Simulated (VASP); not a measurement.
# C (C2/m) in VASP: notebook

The runs below take C through single point, with PBEsol.

Program: VASP 6.6.1. These are calculated values, not measurements. Logs are shortened: lines on timing, memory, paths and dates and some standing lists are left out, and cuts for length are marked.

**1. The cell of the first run**

Symmetry: C2/m, No. 12, monoclinic system. Conventional cell: a = 4.255 Å, b = 2.457 Å, c = 3.765 Å, α = 90.00°, β = 111.49°, γ = 90.00°. C (site symmetry m) has 3 C at 1.42 Å within 1.9 Å.

**2. Single point, PBEsol**

The input, INCAR:

```
SYSTEM = C
ALGO = Normal
EDIFF = 1E-6
ENCUT = 520
GGA = PS
ISIF = 2
ISMEAR = 0
LASPH = .TRUE.
LCHARG = .TRUE.
LELF = .TRUE.
LREAL = .FALSE.
LVHAR = .TRUE.
LWAVE = .FALSE.
NBANDS = 11
NELM = 100
PREC = Accurate
SIGMA = 0.15
```

The input, KPOINTS:

```
k-points
0
G
  14 14 8
  0 0 0
```

The input, POSCAR:

```
C
1.0
    2.1273200000     -1.2282800000      0.0000000000
    2.1273200000      1.2282800000      0.0000000000
   -1.3790700000      0.0000000000      3.5028300000
C
2
Direct
    0.8333600000      0.8333600000      0.0000900000
    0.1666400000      0.1666400000      0.9999100000
```

Potentials or basis: VASP PAW PBE potentials, release 64 (C).

Started as:

```
cat potpaw_PBE.64/C/POTCAR > POTCAR
mpirun -np 1 vasp_std > vasp.out
```

OUTCAR:

```text
SYSTEM = C
   EDIFF = 1E-6
   ENCUT = 520
   GGA = PS
   ISIF = 2
   ISMEAR = 0
   LASPH = .TRUE.
   LREAL = .FALSE.
   NELM = 100
   PREC = Accurate

 ion  position               nearest neighbor table
   1  0.833  0.833  0.000-   2 1.42   2 1.42   2 1.42
   2  0.167  0.167  1.000-   1 1.42   1 1.42   1 1.42

  LATTYP: Found a base centered monoclinic cell.
 ALAT       =     4.2546400000
 B/A-ratio  =     0.5773837504
 C/A-ratio  =     0.8848047021
 COS(beta)  =    -0.3663330234

  Lattice vectors:

 A1 = (   2.1273200000,  -1.2282800000,   0.0000000000)
 A2 = (   2.1273200000,   1.2282800000,   0.0000000000)
 A3 = (  -1.3790700000,   0.0000000000,   3.5028300000)

Analysis of symmetry for initial positions (statically):
=====================================================================
 Subroutine PRICEL returns:
 Original cell was already a primitive cell.

 Routine SETGRP: Setting up the symmetry group for a
 base centered monoclinic supercell.

 Subroutine GETGRP returns: Found  4 space group operations
 (whereof  4 operations were pure point group operations)
 out of a pool of  4 trial point group operations.

The static configuration has the point symmetry C_2h.

Analysis of symmetry for dynamics (positions and initial velocities):
=====================================================================
 Subroutine PRICEL returns:
 Original cell was already a primitive cell.

 Routine SETGRP: Setting up the symmetry group for a
 base centered monoclinic supercell.

 Subroutine GETGRP returns: Found  4 space group operations
 (whereof  4 operations were pure point group operations)
 out of a pool of  4 trial point group operations.

The dynamic configuration has the point symmetry C_2h.

 Subroutine INISYM returns: Found  4 space group operations
 (whereof  4 operations are pure point group operations),
 and found     1 'primitive' translations

----------------------------------------------------------------------------------------

                                     Primitive cell

  volume of cell :      18.3054

  direct lattice vectors                    reciprocal lattice vectors
     2.127320000 -1.228280000  0.000000000     0.235037512 -0.407073306  0.092534660
     2.127320000  1.228280000  0.000000000     0.235037512  0.407073306  0.092534660
    -1.379070000  0.000000000  3.502830000     0.000000000  0.000000000  0.285483452

  length of vectors
     2.456453163  2.456453163  3.764525478     0.479076165  0.479076165  0.285483452
[... 88 lines left out ...]
   ISYM   =      2    0-nonsym 1-usesym 2-fastsym
   POTIM  = 0.5000    time-step for ionic-motion
   TEBEG  =    0.0;   TEEND  =   0.0 temperature during run
   PSTRESS=    0.0 pullay stress
   NELECT =       8.0000    total number of electrons
   NUPDOWN=      -1.0000    fix difference up-down
   EMIN   =  10.00;   EMAX   =-10.00  energy-range for DOS
   EFERMI =   0.00;   METHOD = LEGACY
   ISMEAR =     0;   SIGMA  =   0.15  broadening in eV -4-tet -1-fermi 0-gaus
   EFERMI_NEDOS =   21; number of points for ismear=-14 and -15
   IALGO  =     38    algorithm
   IMIX   =      4    mixing-type and parameters
     AMIX     =   0.40;   BMIX     =  1.00
     AMIX_MAG =   1.60;   BMIX_MAG =  1.00
  volume/ion in A,a.u.               =       9.15        61.77
  Fermi-wavevector in a.u.,A,eV,Ry     =   1.242353  2.347707 20.999795  1.543441
  Thomas-Fermi vector in A             =   2.376711
   LORBIT       =      0    0 simple, 1 ext, 2 COOP (PROOUT), +10 PAW based schemes
   GGA     = PS    functional components
   LHFCALC =     F    Hartree Fock is set to
   AEXX    =    0.0000 exact exchange contribution
   IVDW    =     0    specifies the selected vdW correction
   LEPSILON=     F    determine dielectric tensor
   LRPA    =     F    only Hartree local field effects (RPA)
 non-spin polarized calculation
 Gauss-broadening in eV      SIGMA  =   0.15
  energy-cutoff  :      520.00
  volume of cell :       18.31
 maximum number of plane-waves:       507
   NGX =  9   NGY =  9   NGZ = 13

 number of electron       8.0000000 magnetization

 Free energy of the ion-electron system (eV)
  ---------------------------------------------------
  ext. energy  EPLUGINS =         0.00000000
  ---------------------------------------------------
  free energy    TOTEN  =       -19.28965475 eV

  energy without entropy =      -19.28965422  energy(sigma->0) =      -19.28965449

 E-fermi :   4.3495     XC(G=0): -10.2648

 val. band max:        3.9572347734   @ k =  -0.2857   0.3571   0.1250
 cond. band min:       4.7375992879   @ k =  -0.3571   0.3571   0.5000
 fundamental gap:      0.7803645145
 Fermi energy:         4.3494632660

 k-point     1 :       0.0000    0.0000    0.0000
  band No.  band energies     occupation
      1     -15.3712      2.00000
      2      -2.5735      2.00000
      3       1.3195      2.00000
      4       1.3217      2.00000
      5       7.9888      0.00000
      6      12.6906      0.00000
      7      12.6946      0.00000
      8      15.8279      0.00000
      9      17.2544      0.00000
     10      26.8049      0.00000
     11      28.3121      0.00000
[... 309 lines left out ...]
 k-point    24 :       0.2857    0.1429    0.0000
  band No.  band energies     occupation
      1     -13.8802      2.00000
      2      -2.5344      2.00000
      3      -1.3686      2.00000
      4      -1.2280      2.00000
      5      10.5469      0.00000
      6      11.7257      0.00000
      7      13.9282      0.00000
      8      15.6834      0.00000
      9      20.6524      0.00000
     10      22.2757      0.00000
     11      28.1233      0.00000

 [... further k-points ...]

------------------------ aborting loop because EDIFF is reached ----------------------------------------

  FORCE on cell =-STRESS in cart. coord.  units (eV):
  Direction    XX          YY          ZZ          XY          YZ          ZX
  --------------------------------------------------------------------------------------
  -------------------------------------------------------------------------------------
  Total        0.2450442      0.2398717      0.0406924      0.0000000      0.0000000     -0.0038029
  in kB       21.4474578     20.9947361      3.5615975      0.0000000      0.0000000     -0.3328504
  external PRESSURE =      15.3345971 kB  Pullay stress =       0.0000000 kB

 VOLUME and BASIS-vectors are now :
 -----------------------------------------------------------------------------
  energy-cutoff  :      520.00
  volume of cell :       18.31
      direct lattice vectors                 reciprocal lattice vectors
     2.127320000 -1.228280000  0.000000000     0.235037512 -0.407073306  0.092534660
     2.127320000  1.228280000  0.000000000     0.235037512  0.407073306  0.092534660
    -1.379070000  0.000000000  3.502830000     0.000000000  0.000000000  0.285483452

 POSITION                                       TOTAL-FORCE (eV/Angst)
 -----------------------------------------------------------------------------------
      3.54552      0.00000      0.00032         0.002000      0.000000     -0.002793
     -0.66995      0.00000      3.50251        -0.002000      0.000000      0.002793
 -----------------------------------------------------------------------------------
    total drift:                                0.000000      0.000000     -0.000000

  FREE ENERGIE OF THE ION-ELECTRON SYSTEM (eV)
  ---------------------------------------------------
  free  energy   TOTEN  =       -19.2896547478 eV

  energy  without entropy=      -19.2896542226  energy(sigma->0) =      -19.28965449
```

Wall time 58 s (1 thread of Intel Xeon Platinum 8259CL at 2.50GHz (Skylake/Cascade Lake), shared host); peak memory 0.17 GiB.

What came out:

- Free energy: -19.2897 eV
- Pressure: 1.5 GPa
- Largest force: 0.003 eV/Å
- Band gap on the k mesh: 0.78 eV, indirect (least direct gap 0.80 eV)

Forces on the atoms (eV/Å):
```
C    0.002  0.000 -0.003
C   -0.002  0.000  0.003
```

Caveat: the PAW data sets were made with another functional, which shifts forces and pressure a little; this functional lacks dispersion, which binds the layers, so the pressure and a relaxed spacing across them are unreliable.

(Continued in part 2 of 2.)
